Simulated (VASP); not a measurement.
# CdPtC6N6 (Fm-3m) in VASP: notebook

The runs below take CdPtC6N6 through single point, relaxation of cell and atoms, with LDA.

Everything below comes from runs of VASP 6.6.1. Logs are shortened: lines on timing, memory, paths and dates and some standing lists are left out, and cuts for length are marked.

## Step 1: The cell of the first run

Symmetry: Fm-3m, No. 225, cubic system. The conventional cell has a = 10.829 Å, b = 10.829 Å, c = 10.829 Å, α = 90.00°, β = 90.00°, γ = 90.00°. Within 3.0 Å of Cd (site symmetry m-3m) lie 6 N at 2.27 Å. Within 2.6 Å of Pt (site symmetry m-3m) lie 6 C at 1.99 Å. Within 1.5 Å of C (site symmetry 4mm) lie 1 N at 1.15 Å. N (site symmetry 4mm) has 1 C at 1.15 Å within 1.5 Å.

## Step 2: Single point, LDA

INCAR

```
SYSTEM = CdPtC6N6
PREC = Accurate ; ENCUT = 520
EDIFF = 1E-7 ; ISMEAR = 0
SIGMA = 0.0783 ; LREAL = .FALSE.
LASPH = .TRUE. ; NELM = 100
ALGO = Normal ; ISIF = 2
LWAVE = .FALSE. ; LCHARG = .FALSE.
NBANDS = 51
```

KPOINTS

```
regular mesh
0
G
  4 4 4
  0 0 0
```

POSCAR

```
CdPtC6N6
1.0
    0.0000000000      5.4147129858      5.4147129858
    5.4147129858      0.0000000000      5.4147129858
    5.4147129858      5.4147129858      0.0000000000
Cd Pt C N
1 1 6 6
Direct
    0.5000000000      0.5000000000      0.5000000000
    0.0000000000      0.0000000000      0.0000000000
    0.1835684345      0.1835684345      0.8164315655
    0.8164315655      0.8164315655      0.1835684345
    0.8164315655      0.1835684345      0.1835684345
    0.1835684345      0.8164315655      0.8164315655
    0.1835684345      0.8164315655      0.1835684345
    0.8164315655      0.1835684345      0.8164315655
    0.2899394566      0.2899394566      0.7100605434
    0.7100605434      0.7100605434      0.2899394566
    0.7100605434      0.2899394566      0.2899394566
    0.2899394566      0.7100605434      0.7100605434
    0.2899394566      0.7100605434      0.2899394566
    0.7100605434      0.2899394566      0.7100605434
```

Potentials or basis: VASP PAW LDA potentials, release 64 (Cd, Pt, C, N).

Command:

```console
$ cat potpaw_LDA.64/Cd/POTCAR potpaw_LDA.64/Pt/POTCAR potpaw_LDA.64/C/POTCAR potpaw_LDA.64/N/POTCAR > POTCAR
$ mpirun -np 1 vasp_std > vasp.out
```

OUTCAR:

```text
SYSTEM = CdPtC6N6
   PREC = Accurate
   ENCUT = 520
   EDIFF = 1E-7
   ISMEAR = 0
   LREAL = .FALSE.
   LASPH = .TRUE.
   NELM = 100
   ISIF = 2

 ion  position               nearest neighbor table
   1  0.500  0.500  0.500-   9 2.27  10 2.27  11 2.27  12 2.27  13 2.27  14 2.27
   2  0.000  0.000  0.000-   3 1.99   4 1.99   5 1.99   6 1.99   7 1.99   8 1.99
   3  0.184  0.184  0.816-   9 1.15   2 1.99
   4  0.816  0.816  0.184-  10 1.15   2 1.99
   5  0.816  0.184  0.184-  11 1.15   2 1.99
   6  0.184  0.816  0.816-  12 1.15   2 1.99
   7  0.184  0.816  0.184-  13 1.15   2 1.99
   8  0.816  0.184  0.816-  14 1.15   2 1.99
   9  0.290  0.290  0.710-   3 1.15   1 2.27
  10  0.710  0.710  0.290-   4 1.15   1 2.27
  11  0.710  0.290  0.290-   5 1.15   1 2.27
  12  0.290  0.710  0.710-   6 1.15   1 2.27
  13  0.290  0.710  0.290-   7 1.15   1 2.27
  14  0.710  0.290  0.710-   8 1.15   1 2.27

  LATTYP: Found a face centered cubic cell.
 ALAT       =    10.8294259716

  Lattice vectors:

 A1 = (   0.0000000000,   5.4147129858,   5.4147129858)
 A2 = (   5.4147129858,   0.0000000000,   5.4147129858)
 A3 = (   5.4147129858,   5.4147129858,   0.0000000000)

Analysis of symmetry for initial positions (statically):
=====================================================================
 Subroutine PRICEL returns:
 Original cell was already a primitive cell.

 Routine SETGRP: Setting up the symmetry group for a
 face centered cubic supercell.

 Subroutine GETGRP returns: Found 48 space group operations
 (whereof 48 operations were pure point group operations)
 out of a pool of 48 trial point group operations.

The static configuration has the point symmetry O_h .

Analysis of symmetry for dynamics (positions and initial velocities):
=====================================================================
 Subroutine PRICEL returns:
 Original cell was already a primitive cell.

 Routine SETGRP: Setting up the symmetry group for a
 face centered cubic supercell.

 Subroutine GETGRP returns: Found 48 space group operations
 (whereof 48 operations were pure point group operations)
 out of a pool of 48 trial point group operations.

The dynamic configuration has the point symmetry O_h .

 Subroutine INISYM returns: Found 48 space group operations
 (whereof 48 operations are pure point group operations),
 and found     1 'primitive' translations

----------------------------------------------------------------------------------------

                                     Primitive cell

  volume of cell :     317.5092

  direct lattice vectors                    reciprocal lattice vectors
     0.000000000  5.414712986  5.414712986    -0.092340998  0.092340998  0.092340998
     5.414712986  0.000000000  5.414712986     0.092340998 -0.092340998  0.092340998
     5.414712986  5.414712986  0.000000000     0.092340998  0.092340998 -0.092340998

  length of vectors
     7.657560541  7.657560541  7.657560541     0.159939300  0.159939300  0.159939300

  position of ions in fractional coordinates (direct lattice)
     0.500000000  0.500000000  0.500000000
     0.000000000  0.000000000  0.000000000
     0.183568435  0.183568435  0.816431565
     0.816431565  0.816431565  0.183568435
     0.816431565  0.183568435  0.183568435
     0.183568435  0.816431565  0.816431565
     0.183568435  0.816431565  0.183568435
     0.816431565  0.183568435  0.816431565
     0.289939457  0.289939457  0.710060543
     0.710060543  0.710060543  0.289939457
     0.710060543  0.289939457  0.289939457
     0.289939457  0.710060543  0.710060543
     0.289939457  0.710060543  0.289939457
     0.710060543  0.289939457  0.710060543

  ion indices of the primitive-cell ions
   primitive index   ion index
                 1           1
                 2           2
                 3           3
                 4           4
                 5           5
                 6           6
                 7           7
                 8           8
                 9           9
                10          10
                11          11
                12          12
                13          13
                14          14

----------------------------------------------------------------------------------------

 KPOINTS: regular mesh

Automatic generation of k-mesh.
 Grid dimensions read from file:
 generate k-points for:    4    4    4

 Generating k-lattice:

  Cartesian coordinates                     Fractional coordinates (reciprocal lattice)
    -0.023085249  0.023085249  0.023085249     0.250000000  0.000000000  0.000000000
     0.023085249 -0.023085249  0.023085249     0.000000000  0.250000000  0.000000000
     0.023085249  0.023085249 -0.023085249     0.000000000  0.000000000  0.250000000

  Length of vectors
     0.039984825  0.039984825  0.039984825

  Shift w.r.t. Gamma in fractional coordinates (k-lattice)
     0.000000000  0.000000000  0.000000000

 Subroutine IBZKPT returns following result:
 ===========================================

 Found      8 irreducible k-points:

 Following reciprocal coordinates:
            Coordinates               Weight
  0.000000  0.000000  0.000000      1.000000
  0.250000  0.000000  0.000000      8.000000
  0.500000  0.000000  0.000000      4.000000
  0.250000  0.250000  0.000000      6.000000
  0.500000  0.250000  0.000000     24.000000
 -0.250000  0.250000  0.000000     12.000000
  0.500000  0.500000  0.000000      3.000000
 -0.250000  0.500000  0.250000      6.000000
   k-points           NKPTS =      8   k-points in BZ     NKDIM =      8   number of bands    NBANDS=     51
   number of dos      NEDOS =    301   number of ions     NIONS =     14
   total plane-waves  NPLWV = 216000
   dimension x,y,z NGX =    60 NGY =   60 NGZ =   60
   dimension x,y,z NGXF=   120 NGYF=  120 NGZF=  120
   ions per type =               1   1   6   6
   NGX,Y,Z   is equivalent  to a cutoff of  13.03, 13.03, 13.03 a.u.
   NGXF,Y,Z  is equivalent  to a cutoff of  26.05, 26.05, 26.05 a.u.
 SYSTEM =  CdPtC6N6
   PREC   = accura    normal or accurate (medium, high low for compatibility)
   ISTART =      0    job   : 0-new  1-cont  2-samecut
   ICHARG =      2    charge: 1-file 2-atom 10-const
   ISPIN  =      1    spin polarized calculation?
   LNONCOLLINEAR =      F non collinear calculations
[... 23 lines left out ...]
     AMIX     =   0.40;   BMIX     =  1.00
     AMIX_MAG =   1.60;   BMIX_MAG =  1.00
  volume/ion in A,a.u.               =      22.68       153.05
  Fermi-wavevector in a.u.,A,eV,Ry     =   1.016468  1.920847 14.057651  1.033208
  Thomas-Fermi vector in A             =   2.149814
   LORBIT       =      0    0 simple, 1 ext, 2 COOP (PROOUT), +10 PAW based schemes
   GGA     = CA    functional components
   LHFCALC =     F    Hartree Fock is set to
   AEXX    =    0.0000 exact exchange contribution
   IVDW    =     0    specifies the selected vdW correction
   LEPSILON=     F    determine dielectric tensor
   LRPA    =     F    only Hartree local field effects (RPA)
 non-spin polarized calculation
 Gauss-broadening in eV      SIGMA  =   0.08
  energy-cutoff  :      520.00
  volume of cell :      317.51
 maximum number of plane-waves:      8609
 NGX is ok and might be reduce to    60
   NGX = 29   NGY = 29   NGZ = 29

 number of electron      76.0000002 magnetization

 Free energy of the ion-electron system (eV)
  ---------------------------------------------------
  ext. energy  EPLUGINS =         0.00000000
  ---------------------------------------------------
  free energy    TOTEN  =      -117.20463871 eV

  energy without entropy =     -117.20463871  energy(sigma->0) =     -117.20463871

 E-fermi :  -3.5396     XC(G=0):  -6.9236

 val. band max:       -3.9552380751   @ k =   0.5000   0.0000   0.0000
 cond. band min:       1.3460207987   @ k =   0.5000   0.5000   0.0000
 fundamental gap:      5.3012588738
 Fermi energy:        -3.5395655726

 k-point     1 :       0.0000    0.0000    0.0000
  band No.  band energies     occupation
      1     -19.4104      2.00000
      2     -19.2296      2.00000
      3     -19.2296      2.00000
      4     -19.2296      2.00000
      5     -19.1995      2.00000
      6     -19.1995      2.00000
[... 42 lines left out ...]
     49       3.1137      0.00000
     50       3.1137      0.00000

 k-point     2 :       0.2500    0.0000    0.0000
  band No.  band energies     occupation
      1     -19.3863      2.00000
      2     -19.2557      2.00000
      3     -19.2253      2.00000
      4     -19.2253      2.00000
      5     -19.2038      2.00000
      6     -19.2038      2.00000
[... 42 lines left out ...]
     49       3.2307      0.00000
     50       3.2574      0.00000

 k-point     3 :       0.5000    0.0000    0.0000
  band No.  band energies     occupation
      1     -19.3405      2.00000
      2     -19.3036      2.00000
      3     -19.2161      2.00000
      4     -19.2161      2.00000
      5     -19.2132      2.00000
      6     -19.2132      2.00000
[... 42 lines left out ...]
     49       3.4463      0.00000
     50       3.9497      0.00000

 k-point     4 :       0.2500    0.2500    0.0000
  band No.  band energies     occupation
      1     -19.3811      2.00000
      2     -19.2487      2.00000
      3     -19.2300      2.00000
      4     -19.2300      2.00000
      5     -19.2118      2.00000
      6     -19.1991      2.00000
[... 42 lines left out ...]
     49       3.2035      0.00000
     50       3.3322      0.00000

 k-point     5 :       0.5000    0.2500    0.0000
  band No.  band energies     occupation
      1     -19.3444      2.00000
      2     -19.2863      2.00000
      3     -19.2259      2.00000
      4     -19.2244      2.00000
      5     -19.2184      2.00000
      6     -19.2034      2.00000
[... 42 lines left out ...]
     49       3.3246      0.00000
     50       3.8635      0.00000

 k-point     6 :      -0.2500    0.2500    0.0000
  band No.  band energies     occupation
      1     -19.3543      2.00000
      2     -19.2818      2.00000
      3     -19.2305      2.00000
      4     -19.2161      2.00000
      5     -19.2132      2.00000
      6     -19.2064      2.00000
[... 42 lines left out ...]
     49       3.2578      0.00000
     50       3.7219      0.00000

 k-point     7 :       0.5000    0.5000    0.0000
  band No.  band energies     occupation
      1     -19.3461      2.00000
      2     -19.2658      2.00000
      3     -19.2315      2.00000
      4     -19.2305      2.00000
      5     -19.2305      2.00000
      6     -19.1987      2.00000
[... 42 lines left out ...]
     49       3.2743      0.00000
     50       3.8088      0.00000

 k-point     8 :      -0.2500    0.5000    0.2500
  band No.  band energies     occupation
      1     -19.3312      2.00000
      2     -19.2929      2.00000
      3     -19.2309      2.00000
      4     -19.2309      2.00000
      5     -19.2094      2.00000
      6     -19.2080      2.00000
[... 42 lines left out ...]
     49       3.2745      0.00000
     50       3.8077      0.00000
 [bands above 50 left out]

------------------------ aborting loop because EDIFF is reached ----------------------------------------

  FORCE on cell =-STRESS in cart. coord.  units (eV):
  Direction    XX          YY          ZZ          XY          YZ          ZX
  --------------------------------------------------------------------------------------
  -------------------------------------------------------------------------------------
  Total        1.1402791      1.1402791      1.1402791      0.0000000     -0.0000000      0.0000000
  in kB        5.7539412      5.7539412      5.7539412      0.0000000     -0.0000000      0.0000000
  external PRESSURE =       5.7539412 kB  Pullay stress =       0.0000000 kB

 VOLUME and BASIS-vectors are now :
 -----------------------------------------------------------------------------
  energy-cutoff  :      520.00
  volume of cell :      317.51
      direct lattice vectors                 reciprocal lattice vectors
     0.000000000  5.414712986  5.414712986    -0.092340998  0.092340998  0.092340998
     5.414712986  0.000000000  5.414712986     0.092340998 -0.092340998  0.092340998
     5.414712986  5.414712986  0.000000000     0.092340998  0.092340998 -0.092340998

 POSITION                                       TOTAL-FORCE (eV/Angst)
 -----------------------------------------------------------------------------------
      5.41471      5.41471      5.41471        -0.000000      0.000000      0.000000
      0.00000      0.00000      0.00000        -0.000000     -0.000000      0.000000
      5.41471      5.41471      1.98794        -0.000000      0.000000     -0.400361
      5.41471      5.41471      8.84149        -0.000000      0.000000      0.400361
      1.98794      5.41471      5.41471        -0.400361      0.000000      0.000000
      8.84149      5.41471      5.41471         0.400361      0.000000      0.000000
      5.41471      1.98794      5.41471        -0.000000     -0.400361      0.000000
      5.41471      8.84149      5.41471        -0.000000      0.400361      0.000000
      5.41471      5.41471      3.13988        -0.000000      0.000000      0.362082
      5.41471      5.41471      7.68955        -0.000000      0.000000     -0.362082
      3.13988      5.41471      5.41471         0.362082      0.000000      0.000000
      7.68955      5.41471      5.41471        -0.362082      0.000000      0.000000
      5.41471      3.13988      5.41471        -0.000000      0.362082      0.000000
      5.41471      7.68955      5.41471        -0.000000     -0.362082      0.000000
 -----------------------------------------------------------------------------------
    total drift:                               -0.000000     -0.000000      0.000000

  FREE ENERGIE OF THE ION-ELECTRON SYSTEM (eV)
  ---------------------------------------------------
  free  energy   TOTEN  =      -117.2046387144 eV

  energy  without entropy=     -117.2046387144  energy(sigma->0) =     -117.20463871
```

It took 2.2 min on 1 thread of AMD EPYC 9R45 (Zen 5), shared host; peak memory 0.42 GiB.

Results:

| Quantity | Value |
| --- | --- |
| Free energy | -117.2046 eV |
| Pressure | 0.6 GPa |
| Largest force | 0.400 eV/Å |
| Band gap on the k mesh | 5.30 eV, indirect (least direct gap 5.49 eV) |

Forces in eV/Å, atoms in the order of the input:
```
Cd   0.000  0.000  0.000
Pt   0.000  0.000  0.000
C    0.000  0.000 -0.400
C    0.000  0.000  0.400
C   -0.400  0.000  0.000
C    0.400  0.000  0.000
C    0.000 -0.400  0.000
C    0.000  0.400  0.000
N    0.000  0.000  0.362
N    0.000  0.000 -0.362
N    0.362  0.000  0.000
N   -0.362  0.000  0.000
N    0.000  0.362  0.000
N    0.000 -0.362  0.000
```

Levels at points of the mesh, in eV from the valence-band top:
```csv
k point,band 36,band 37,band 38,band 39,band 40,band 41
"(0.00, 0.00, 0.00)",-0.83,-0.48,-0.48,5.62,5.62,6.21
"(0.50, 0.00, 0.00)",-0.72,0.00,0.00,5.50,5.50,6.13
"(0.50, 0.50, 0.00)",-0.54,-0.48,-0.34,5.30,5.66,6.12
```

Caveat: spin-orbit coupling is left out, which moves the levels of the heavy elements. A k mesh can miss the band edges.

## Step 3: Relaxation of cell and atoms, LDA

INCAR

```
SYSTEM = CdPtC6N6
PREC = Accurate
ENCUT = 600
EDIFF = 1E-6
ISMEAR = 0
SIGMA = 0.0783
LREAL = .FALSE.
LASPH = .TRUE.
NELM = 100
ALGO = Normal
ISIF = 3
LWAVE = .FALSE.
LCHARG = .FALSE.
GGA = CA
IBRION = 2
NSW = 80
EDIFFG = -0.01
```

KPOINTS

```
Automatic mesh
0
G
  4 4 4
  0 0 0
```

POSCAR

```
CdPtC6N6
1.0
    0.0000000000      5.4170356100      5.4170356100
    5.4170356100      0.0000000000      5.4170356100
    5.4170356100      5.4170356100      0.0000000000
Cd Pt C N
1 1 6 6
Direct
    0.5000000000      0.5000000000      0.5000000000
    0.0000000000      0.0000000000      0.0000000000
    0.1861000000      0.1861000000      0.8139000000
    0.8139000000      0.8139000000      0.1861000000
    0.8139000000      0.1861000000      0.1861000000
    0.1861000000      0.8139000000      0.8139000000
    0.1861000000      0.8139000000      0.1861000000
    0.8139000000      0.1861000000      0.8139000000
    0.2857000000      0.2857000000      0.7143000000
    0.7143000000      0.7143000000      0.2857000000
    0.7143000000      0.2857000000      0.2857000000
    0.2857000000      0.7143000000      0.7143000000
    0.2857000000      0.7143000000      0.2857000000
    0.7143000000      0.2857000000      0.7143000000
```

Potentials or basis: VASP PAW LDA potentials, release 64 (Cd, Pt, C, N).

Command:

```console
$ cat potpaw_LDA.64/Cd/POTCAR potpaw_LDA.64/Pt/POTCAR potpaw_LDA.64/C/POTCAR potpaw_LDA.64/N/POTCAR > POTCAR
$ mpirun -np 1 vasp_std > vasp.out
```

Wall time 21 min (1 thread of AMD EPYC 9R45 (Zen 5), shared host); peak memory 0.52 GiB.

The run converged. Its results:

| Item | Value |
| --- | --- |
| Free energy | -117.2270 eV |
| Relaxed volume | 22.76 Å³/atom |
| Relaxed cell | a = 7.666 Å, b = 7.666 Å, c = 7.666 Å, α = 60.00°, β = 60.00°, γ = 60.00° |
| Space group after relaxing (to 0.05 Å) | Fm-3m (No. 225) |
| Energy gained by relaxing | 182.4 meV/atom |
| Ionic steps | 15 |
| Pressure after relaxing | 0.0 GPa |
| Largest force after relaxing | 0.010 eV/Å |
| Band gap on the k mesh | 5.31 eV, indirect (least direct gap 5.50 eV) |

Forces on the atoms (eV/Å):
```
Cd   0.000  0.000  0.000
Pt   0.000  0.000  0.000
C    0.000  0.000  0.010
C    0.000  0.000 -0.010
C    0.010  0.000  0.000
C   -0.010  0.000  0.000
C    0.000  0.010  0.000
C    0.000 -0.010  0.000
N    0.000  0.000 -0.005
N    0.000  0.000  0.005
N   -0.005  0.000  0.000
N    0.005  0.000  0.000
N    0.000 -0.005  0.000
N    0.000  0.005  0.000
```

Step by step:
```tsv
step	energy change (eV)	largest force (eV/Å)	pressure (GPa)	volume (Å³)
1	0.0000	12.3737	10.85	317.92
2	94.8556	31.7646	39.52	394.05
3	40.6687	19.8470	-3.88	351.13
4	9.9663	15.8474	-12.06	332.04
5	0.1313	9.2767	-7.89	324.26
6	-1.8292	5.3004	-4.47	321.59
7	-2.5465	0.3780	-0.03	319.10
8	-2.5479	0.1576	0.17	319.00
9	-2.5479	0.1226	0.22	318.98
10	-2.5518	0.0475	-0.16	320.06
11	-2.5518	0.0460	-0.17	320.08
12	-2.5527	0.1006	-0.17	319.36
13	-2.5527	0.1215	-0.16	319.21
14	-2.5529	0.0889	-0.11	319.03
15	-2.5531	0.0099	0.01	318.60
```

Final structure:
```
Cd Pt C N
1.0
     0.00000    5.42090    5.42090
     5.42090    0.00000    5.42090
     5.42090    5.42090    0.00000
Cd Pt C N
1 1 6 6
Direct
  0.50000 0.50000 0.50000
  0.00000 0.00000 0.00000
  0.18330 0.18330 0.81670
  0.81670 0.81670 0.18330
  0.81670 0.18330 0.18330
  0.18330 0.81670 0.81670
  0.18330 0.81670 0.18330
  0.81670 0.18330 0.81670
  0.28984 0.28984 0.71016
  0.71016 0.71016 0.28984
  0.71016 0.28984 0.28984
  0.28984 0.71016 0.71016
  0.28984 0.71016 0.28984
  0.71016 0.28984 0.71016
```

Levels at points of the mesh, in eV from the valence-band top:
```
           k point  band 35  band 36  band 37  band 38  band 39  band 40  band 41  band 42
(0.00, 0.00, 0.00)    -0.80    -0.80    -0.49    -0.49     5.63     5.63     6.21     6.63
(0.50, 0.00, 0.00)    -0.68    -0.68     0.00     0.00     5.51     5.51     6.12     6.41
(0.50, 0.50, 0.00)    -0.51    -0.51    -0.49    -0.35     5.31     5.68     6.49     6.49
```

Caveat: spin-orbit coupling is left out, which moves the levels of the heavy elements. A k mesh can miss the band edges.
